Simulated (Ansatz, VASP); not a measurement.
One calculation of Au, two programs

The input INCAR:

```
ALGO     = Normal         # electronic algorithm
EDIFF    = 1E-8           # SCF threshold, eV
ENCUT    = 520            # plane-wave cutoff, eV
GGA      = PE             # functional
ISIF     = 2              # what is computed and relaxed
ISMEAR   = -1             # smearing method
LASPH    = True           # aspherical terms in the spheres
LCHARG   = False          # write CHGCAR
LEFG     = True         
LREAL    = False          # projectors in reciprocal space
LWAVE    = False          # write WAVECAR
NBANDS   = 12             # bands
NELM     = 80             # most SCF steps
PREC     = Accurate       # precision mode
SIGMA    = 0.08           # smearing width, eV
```

Contents of KPOINTS:

```
k-points
0
Gamma
  12 12 12
```

Contents of POSCAR:

```
Au
1.0
    2.8017295221      0.0000000000      0.0000000000
    0.0000000000      2.8017295221      0.0000000000
    0.0000000000      0.0000000000      2.8017295221
Au
1
Direct
    0.0000000000      0.0000000000      0.0000000000
```

Input for Ansatz:

```yaml
crystal:
  lattice:
    - [2.8017295221, 0.0, 0.0]
    - [0.0, 2.8017295221, 0.0]
    - [0.0, 0.0, 2.8017295221]
  atoms:
    - { symbol: Au, position: [0.0, 0.0, 0.0] }
kpoints:
  mp_grid: { grid: [12, 12, 12] }
scf:
  occupations: { method: fermi_dirac, width: 0.08 }
hamiltonian:
  xc: pbe
  pseudopotentials: { kind: paw }
output:
  forces: true
  stress: true
  eigenvalues: true
  efg: { contact_densities: true }
  write_density: true
  write_potential: true
  elf: true
  volumetric_format: npy
```

Change from the starting cell: volume scaled by 1.06, PAW files.

Alike in both runs: task electric field gradients; functional PBE; k mesh 12 × 12 × 12; occupations fermi-dirac, width 0.08 eV; no spin polarisation.

|  | VASP | Ansatz |
| --- | --- | --- |
| version | VASP 6.6.1 | Ansatz 0.2.0 |
| potentials or method | VASP PAW PBE potentials, release 64 (Au) | PAW with Ansatz's default frozen-core files, scalar-relativistic |
| plane-wave cutoff (eV) | 520 | 420 |
| valence electrons in the cell | 11 | 19 |

```csv
,VASP,Ansatz,Ansatz less VASP
pressure (GPa),-5.3,-5.2,+0.12
```

VASP's potentials hold 11 valence electrons a cell and Ansatz's 19, so a difference there can come from the potentials and not from the codes.

Spin-orbit coupling is off throughout.
